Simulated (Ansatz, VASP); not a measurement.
**CdS: VASP beside Ansatz**

The input INCAR:

```
SYSTEM = CdS
PREC = Accurate
ENCUT = 500
EDIFF = 1E-6
ISMEAR = 0
SIGMA = 0.1
LREAL = .FALSE.
LASPH = .TRUE.
NELM = 120
ALGO = Normal
ISIF = 2
LWAVE = .FALSE.
LCHARG = .FALSE.
NBANDS = 16
GGA_COMPAT = .FALSE.
```

KPOINTS

```
regular mesh
0
G
  2 2 2
  0 0 0
```

The input POSCAR:

```
CdS
1.0
    0.0000000000      2.7532440000      2.7532440000
    2.7532440000      0.0000000000      2.7532440000
    2.7532440000      2.7532440000      0.0000000000
Cd S
1 1
Direct
    0.0659163666      0.0264013997     -0.0726565574
    0.6165023535      0.4209315533      0.5913940243
```

Input for Ansatz:

```yaml
crystal:
  lattice:
    - [0.0, 2.753244, 2.753244]
    - [2.753244, 0.0, 2.753244]
    - [2.753244, 2.753244, 0.0]
  atoms:
    - { symbol: Cd, position: [0.0659163666, 0.0264013997, -0.0726565574] }
    - { symbol: S, position: [0.6165023535, 0.4209315533, 0.5913940243] }
basis:
  precision: f64
kpoints:
  mp_grid: { grid: [2, 2, 2] }
hamiltonian:
  xc: lda
scf:
  occupations: { method: gaussian, width: 0.1 }
  mixing: { ndim: 6 }
  max_iter: 100
output:
  forces: true
  stress: true
  eigenvalues: true
```

Alike in both runs: task single point; functional LDA; k mesh 2 × 2 × 2; occupations gaussian, width 0.1 eV; no spin polarisation.

|  | VASP | Ansatz |
| --- | --- | --- |
| version | VASP 6.6.1 | Ansatz 0.2.0 |
| potentials or method | VASP PAW LDA potentials, release 64 (Cd, S) | scalar-relativistic, plane waves, PAW |
| plane-wave cutoff (eV) | 500 | 420 |
| valence electrons in the cell | 18 | 26 |

```tsv
	VASP	Ansatz	Ansatz less VASP
gap on the k mesh at the Fermi level (eV)	0.16	0.16	+0.002
least direct gap on the mesh (eV)	0.73	0.71	-0.019
pressure (GPa)	12.3	11.4	-0.90
traceless stress, the component that is largest in VASP (GPa)	25.07	24.26	-0.807
rms of the force components (eV/Å)	1.839	1.751	-0.0876
```

LDA's correlation is that of Perdew and Zunger in VASP and of Perdew and Wang (1992) in Ansatz. Atom by atom the forces differ by 0.090 eV/Å (rms over components). VASP's potentials hold 18 valence electrons a cell and Ansatz's 26, so a difference there can come from the potentials and not from the codes.

The k mesh is coarse, so the values compare programs but aren't converged.
